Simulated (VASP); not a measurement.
Co: single point with PBEsol

System: Co, a slab with vacuum.

```
CELL_PARAMETERS angstrom
2.45642 0.00000 0.00000
-1.22821 2.12733 0.00000
0.00000 0.00000 24.93882
ATOMIC_POSITIONS crystal
Co 0.66667 0.33333 0.34083
Co 0.33333 0.66667 0.42042
Co 0.66667 0.33333 0.50024
Co 0.33333 0.66667 0.58051
Co 0.66667 0.33333 0.65778
```

```yaml
Program: VASP 6.6.1
Task: single point
Functional: PBEsol
Potentials_or_basis: VASP PAW PBE potentials, release 64 (Co)
Cutoff: 520 eV
k_mesh: 12 × 12 × 1
Occupations: gaussian, width 0.1 eV
Spin: collinear spin, ferromagnetic start
Starting_moments: "[1.8, 1.8, 1.8, 1.8, 1.8] μB"
Dipole_correction: yes
Further_INCAR_settings: ALGO = Normal; EDIFF = 1e-06; NBANDS = 34
```

* Largest force: 0.363 eV/Å
* Net moment: 8.25 μB per cell
* Site moments: Co +1.72, +1.63, +1.60, +1.62, +1.70 μB
* Valence electrons inside the program's atomic spheres: Co 8.18, 8.35, 8.38, 8.21 (each value once)

Forces on the atoms (eV/Å):
```
Co   0.000  0.000  0.363
Co   0.000  0.000 -0.323
Co   0.000  0.000 -0.001
Co   0.000  0.000 -0.024
Co   0.000  0.000 -0.015
```

Levels at points of the mesh, in eV from the Fermi level:
Spin up:
| k point | band 25 | band 26 | band 27 | band 28 | band 29 | band 30 |
| --- | --- | --- | --- | --- | --- | --- |
| (0.00, 0.00, 0.00) | -1.07 | -0.87 | -0.87 | -0.78 | -0.78 | -0.62 |
| (0.50, 0.00, 0.00) | -0.40 | 1.06 | 1.20 | 1.79 | 2.78 | 3.34 |
Spin down:
```
           k point  band 14  band 15  band 16  band 17  band 18  band 19  band 20  band 21  band 22  band 23
(0.00, 0.00, 0.00)    -0.95    -0.95    -0.81    -0.81    -0.68    -0.68    -0.22     0.00     0.00     0.20
(0.50, 0.00, 0.00)    -0.64    -0.42     0.05     0.62     0.70     0.75     1.21     1.26     1.31     1.38
```

Wall time 16 min on 1 thread of Intel Xeon 8259CL, with other jobs on the host, peak memory 0.34 GiB.

Caveat: the PAW data sets were made with another functional, which shifts forces and pressure a little.
